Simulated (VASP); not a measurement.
# MoS2 (P6_3/mmc) in VASP: notebook, part 2 of 2

VASP 6.6.1. The steps go on from the part before.

## Step 5: Single point, PBEsol

This run uses another cell than the first one, of 17.33 Å³/atom, 1.072 times its volume.

INCAR

```
SYSTEM = MoS2
PREC = Accurate
ENCUT = 520
EDIFF = 1E-7
ISMEAR = 1
SIGMA = 0.164
LREAL = .False.
LASPH = .True.
NELM = 100
ALGO = Normal
ISIF = 2
LWAVE = .False.
LCHARG = .False.
GGA = PS
NBANDS = 35
```

KPOINTS

```
Automatic mesh
0
Gamma
  12 12 2
  0 0 0
```

POSCAR

```
MoS2
1.0
    3.0160000000      0.0000000000      0.0000000000
   -1.5080000000      2.6119326178      0.0000000000
    0.0000000000      0.0000000000     13.1988000000
Mo S
2 4
Direct
    0.3333333333      0.6666666667      0.2500000000
    0.6666666667      0.3333333333      0.7500000000
    0.3333333333      0.6666666667      0.6259932117
    0.6666666667      0.3333333333      0.1259932117
    0.3333333333      0.6666666667      0.8740067883
    0.6666666667      0.3333333333      0.3740067883
```

Potentials or basis: VASP PAW PBE potentials, release 64 (Mo_sv, S).

Launch:

```sh
$ cat potpaw_PBE.64/Mo_sv/POTCAR potpaw_PBE.64/S/POTCAR > POTCAR
$ mpirun -np 1 vasp_std > vasp.out
```

OUTCAR:

```text
SYSTEM = MoS2
   PREC = Accurate
   ENCUT = 520
   EDIFF = 1E-7
   ISMEAR = 1
   LREAL = .False.
   LASPH = .True.
   NELM = 100
   ISIF = 2
   GGA = PS

 ion  position               nearest neighbor table
   1  0.333  0.667  0.250-   4 2.39   6 2.39   4 2.39   6 2.39   4 2.39   6 2.39
   2  0.667  0.333  0.750-   3 2.39   5 2.39   3 2.39   5 2.39   3 2.39   5 2.39
   3  0.333  0.667  0.626-   2 2.39   2 2.39   2 2.39
   4  0.667  0.333  0.126-   1 2.39   1 2.39   1 2.39
   5  0.333  0.667  0.874-   2 2.39   2 2.39   2 2.39
   6  0.667  0.333  0.374-   1 2.39   1 2.39   1 2.39

  LATTYP: Found a hexagonal cell.
 ALAT       =     3.0160000000
 C/A-ratio  =     4.3762599469

  Lattice vectors:

 A1 = (   3.0160000000,   0.0000000000,   0.0000000000)
 A2 = (  -1.5080000000,   2.6119326178,   0.0000000000)
 A3 = (   0.0000000000,   0.0000000000,  13.1988000000)

Analysis of symmetry for initial positions (statically):
=====================================================================
 Subroutine PRICEL returns:
 Original cell was already a primitive cell.

 Routine SETGRP: Setting up the symmetry group for a
 hexagonal supercell.

 Subroutine GETGRP returns: Found 24 space group operations
 (whereof 12 operations were pure point group operations)
 out of a pool of 24 trial point group operations.

The static configuration has the point symmetry D_3d.
 The point group associated with its full space group is D_6h.

Analysis of symmetry for dynamics (positions and initial velocities):
=====================================================================
 Subroutine PRICEL returns:
 Original cell was already a primitive cell.

 Routine SETGRP: Setting up the symmetry group for a
 hexagonal supercell.

 Subroutine GETGRP returns: Found 24 space group operations
 (whereof 12 operations were pure point group operations)
 out of a pool of 24 trial point group operations.

[... 131 lines left out ...]
  Fermi-wavevector in a.u.,A,eV,Ry     =   1.299471  2.455645 22.975147  1.688626
  Thomas-Fermi vector in A             =   2.430733
   LORBIT       =      0    0 simple, 1 ext, 2 COOP (PROOUT), +10 PAW based schemes
   GGA     = PS    functional components
   LHFCALC =     F    Hartree Fock is set to
   AEXX    =    0.0000 exact exchange contribution
   IVDW    =     0    specifies the selected vdW correction
   LEPSILON=     F    determine dielectric tensor
   LRPA    =     F    only Hartree local field effects (RPA)
 non-spin polarized calculation
 Methfessel and Paxton  Order N= 1 SIGMA  =   0.16
  energy-cutoff  :      520.00
  volume of cell :      103.97
 maximum number of plane-waves:      2833
 NGX is ok and might be reduce to    24
   NGX = 11   NGY = 11   NGZ = 49

 number of electron      52.0000003 magnetization

 Free energy of the ion-electron system (eV)
  ---------------------------------------------------
  ext. energy  EPLUGINS =         0.00000000
  ---------------------------------------------------
  free energy    TOTEN  =       -46.54070585 eV

  energy without entropy =      -46.54373568  energy(sigma->0) =      -46.54171579

 E-fermi :   7.2056     XC(G=0): -11.0643

 val. band max:        7.2031508232   @ k =   0.3333   0.3333   0.0000
 cond. band min:       8.3553432625   @ k =   0.1667   0.1667   0.0000
 fundamental gap:      1.1521924393
 Fermi energy:         7.2056105676

 k-point     1 :       0.0000    0.0000    0.0000
  band No.  band energies     occupation
      1     -53.5066      2.00000
      2     -53.5066      2.00000
      3     -27.7951      2.00000
      4     -27.7950      2.00000
      5     -27.3426      2.00000
      6     -27.3426      2.00000
[... 901 lines left out ...]
     34      11.4766      0.00000
     35      14.4793      0.00000

 [... further k-points ...]

------------------------ aborting loop because EDIFF is reached ----------------------------------------

  FORCE on cell =-STRESS in cart. coord.  units (eV):
  Direction    XX          YY          ZZ          XY          YZ          ZX
  --------------------------------------------------------------------------------------
  -------------------------------------------------------------------------------------
  Total        6.5874207      6.5874207     -4.1284603     -0.0000000      0.0000000      0.0000000
  in kB      101.5075219    101.5075219    -63.6166712     -0.0000000      0.0000000      0.0000000
  external PRESSURE =      46.4661242 kB  Pullay stress =       0.0000000 kB

 VOLUME and BASIS-vectors are now :
 -----------------------------------------------------------------------------
  energy-cutoff  :      520.00
  volume of cell :      103.97
      direct lattice vectors                 reciprocal lattice vectors
     3.016000000  0.000000000  0.000000000     0.331564987  0.191429134  0.000000000
    -1.508000000  2.611932618  0.000000000     0.000000000  0.382858269  0.000000000
     0.000000000  0.000000000 13.198800000     0.000000000  0.000000000  0.075764463

 POSITION                                       TOTAL-FORCE (eV/Angst)
 -----------------------------------------------------------------------------------
     -0.00000      1.74129      3.29970        -0.000000     -0.000000      0.000000
      1.50800      0.87064      9.89910        -0.000000      0.000000      0.000000
     -0.00000      1.74129      8.26236        -0.000000      0.000000      0.588573
      1.50800      0.87064      1.66296         0.000000     -0.000000      0.588573
     -0.00000      1.74129     11.53584        -0.000000     -0.000000     -0.588573
      1.50800      0.87064      4.93644         0.000000     -0.000000     -0.588573
 -----------------------------------------------------------------------------------
    total drift:                                0.000000     -0.000000      0.000000

  FREE ENERGIE OF THE ION-ELECTRON SYSTEM (eV)
  ---------------------------------------------------
  free  energy   TOTEN  =       -46.5407058508 eV

  energy  without entropy=      -46.5437356751  energy(sigma->0) =      -46.54171579
```

stdout:

```text
POSCAR found type information on POSCAR MoS
 POSCAR found :  2 types and       6 ions
 scaLAPACK will be used
 -----------------------------------------------------------------------------
|                                                                             |
|                                                                             |
|     You enforced a specific xc type in the INCAR file but a different       |
|     I HOPE YOU KNOW WHAT YOU ARE DOING!                                     |
|                                                                             |
 -----------------------------------------------------------------------------

 LDA part: xc-table for (Slater+PW92), standard interpolation
 POSCAR, INCAR and KPOINTS ok, starting setup
 FFT: planning ... GRIDC
 FFT: planning ... GRID_SOFT
 FFT: planning ... GRID
 WAVECAR not read
 entering main loop
```

Wall time 2 min (1 thread of Intel Xeon Platinum 8488C (Sapphire Rapids), shared host); peak memory 0.27 GiB.

What came out:

```
Free energy            : -46.5407 eV
Pressure               : 4.6 GPa
Largest force          : 0.589 eV/Å
Band gap on the k mesh : 1.15 eV, indirect (least direct gap 1.96 eV)
```

Forces in eV/Å, atoms in the order of the input:
```
Mo   0.000  0.000  0.000
Mo   0.000  0.000  0.000
S    0.000  0.000  0.589
S    0.000  0.000  0.589
S    0.000  0.000 -0.589
S    0.000  0.000 -0.589
```

Caveat: the PAW data sets were made with another functional, which shifts forces and pressure a little; this functional lacks dispersion, which binds the layers, so the pressure and a relaxed spacing across them are unreliable.

## Step 6: Single point, PBEsol

This run uses another cell than the first one, of 17.38 Å³/atom, 1.075 times its volume.

INCAR

```
ALGO = Normal ; EDIFF = 1E-7
ENCUT = 520 ; GGA = PS
ISIF = 2 ; ISMEAR = 1
LASPH = True ; LCHARG = False
LREAL = False ; LWAVE = False
NBANDS = 35 ; NELM = 60
PREC = Accurate ; SIGMA = 0.14
```

KPOINTS

```
k-points
0
Gamma
  12 12 2
```

Edit POSCAR of step 5 so:

```diff
@@ -2,5 +2,5 @@
 1.0
-    3.0160000000      0.0000000000      0.0000000000
-   -1.5080000000      2.6119326178      0.0000000000
-    0.0000000000      0.0000000000     13.1988000000
+    3.1102000000      0.0000000000      0.0000000000
+   -1.5551000000      2.6935122108      0.0000000000
+    0.0000000000      0.0000000000     12.4446000000
 Mo S
```

Potentials or basis: VASP PAW PBE potentials, release 64 (Mo_sv, S).

Launch:

```sh
$ cat potpaw_PBE.64/Mo_sv/POTCAR potpaw_PBE.64/S/POTCAR > POTCAR
$ mpirun -np 1 vasp_std > vasp.out
```

Run time: 1.8 min. Hardware: 1 thread of Intel Xeon Platinum 8488C (Sapphire Rapids), shared host; peak memory 0.27 GiB.

Results (log left out):

```yaml
Free_energy: -46.8564 eV
Pressure: 4.9 GPa
Largest_force: 0.534 eV/Å
Band_gap_on_the_k_mesh: 0.97 eV, indirect (least direct gap 1.81 eV)
```

Forces in eV/Å, atoms in the order of the input:
```
Mo   0.000  0.000  0.000
Mo   0.000  0.000  0.000
S    0.000  0.000 -0.534
S    0.000  0.000 -0.534
S    0.000  0.000  0.534
S    0.000  0.000  0.534
```

Stress tensor (GPa, compression positive):
```
4.78 0.00 0.00
0.00 4.78 0.00
0.00 0.00 5.27
```

Levels at points of the mesh, in eV from the valence-band top:
```tsv
k point	band 22	band 23	band 24	band 25	band 26	band 27	band 28	band 29	band 30	band 31
(0.00, 0.00, 0.00)	-2.12	-2.12	-1.34	-1.23	0.00	2.34	2.34	2.36	2.36	2.59
(0.50, 0.00, 0.00)	-2.53	-1.59	-1.44	-1.38	-1.30	1.85	1.89	2.25	2.53	3.06
(0.00, 0.00, 0.50)	-2.13	-2.13	-2.13	-0.31	-0.31	2.34	2.34	2.34	2.34	2.67
(0.50, 0.00, 0.50)	-2.64	-1.52	-1.52	-1.33	-1.33	1.87	1.87	2.40	2.40	3.40
```

Caveat: the PAW data sets were made with another functional, which shifts forces and pressure a little; this functional lacks dispersion, which binds the layers, so the pressure and a relaxed spacing across them are unreliable. A k mesh can miss the band edges.

## Step 7: Overview

```csv
cell,smearing,gap on the mesh (eV),pressure (GPa),largest force (eV/Å)
"a = 2.985, b = 2.985, c = 12.570 Å, angles 90.0, 90.0, 120.0°, 6 atoms",methfessel-paxton 0.171 eV,1.19,19.1,1.26
"a = 3.016, b = 3.016, c = 12.319 Å, angles 90.0, 90.0, 120.0°, 6 atoms",methfessel-paxton 0.147 eV,1.02,19.2,1.69
"a = 2.985, b = 2.985, c = 12.696 Å, angles 90.0, 90.0, 120.0°, 6 atoms",methfessel-paxton 0.178 eV,1.24,16.7,0.91
"a = 3.016, b = 3.016, c = 13.199 Å, angles 90.0, 90.0, 120.0°, 6 atoms",methfessel-paxton 0.164 eV,1.15,4.6,0.59
"a = 3.110, b = 3.110, c = 12.445 Å, angles 90.0, 90.0, 120.0°, 6 atoms",methfessel-paxton 0.14 eV,0.97,4.9,0.53
```

Alike in all rows: task single point; level PBEsol; potentials or basis VASP PAW PBE potentials, release 64 (Mo_sv, S); no spin polarisation; k mesh 12 × 12 × 2; cutoff (eV) 520.

Caveats: the PAW data sets were made with another functional, which shifts forces and pressure a little; this functional lacks dispersion, which binds the layers, so the pressure and a relaxed spacing across them are unreliable.

Total energies depend on the potentials used, so only differences within one code and one set of settings carry meaning.
